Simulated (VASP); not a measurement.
**Al: electric field gradients with r2SCAN**

The system is Al.

```xyz
1
Lattice="-1.5751 1.5751 1.5751 1.5751 -1.5751 1.5751 1.5751 1.5751 -1.5751" Properties=species:S:1:pos:R:3 pbc="T T T"
Al    0.0000    0.0000    0.0000
```

This cell differs from its parent crystal: volume scaled by 0.97.

```yaml
Program: VASP 6.6.1
Task: electric field gradients
Functional: r2SCAN
Potentials_or_basis: VASP PAW PBE potentials, release 64 (Al)
Cutoff: 520 eV
k_mesh: 18 × 18 × 18
Occupations: fermi-dirac, width 0.08 eV
Spin: no spin polarisation
Dipole_correction: no
Further_INCAR_settings: ALGO = Normal; EDIFF = 1e-08; NBANDS = 8
```

- Pressure: 2.9 GPa

Levels at points of the mesh, in eV from the Fermi level:
```tsv
k point	band 1	band 2	band 3	band 4	band 5	band 6
(0.00, 0.00, 0.00)	-12.28	14.35	14.35	14.35	16.75	16.75
(0.50, 0.00, 0.00)	-4.95	-4.10	8.78	9.24	11.00	12.73
(0.50, 0.50, 0.50)	2.08	2.08	2.08	2.85	2.85	7.16
```

Wall time 56 s on 1 thread of Intel Xeon 6975P-C (shared host), peak memory 0.13 GiB.

Caveat: without QUAD_EFG the Cq values of the log hold for a quadrupole moment of 1 mb, not for the nuclei; the PAW data sets were made with another functional, which shifts forces and pressure a little.
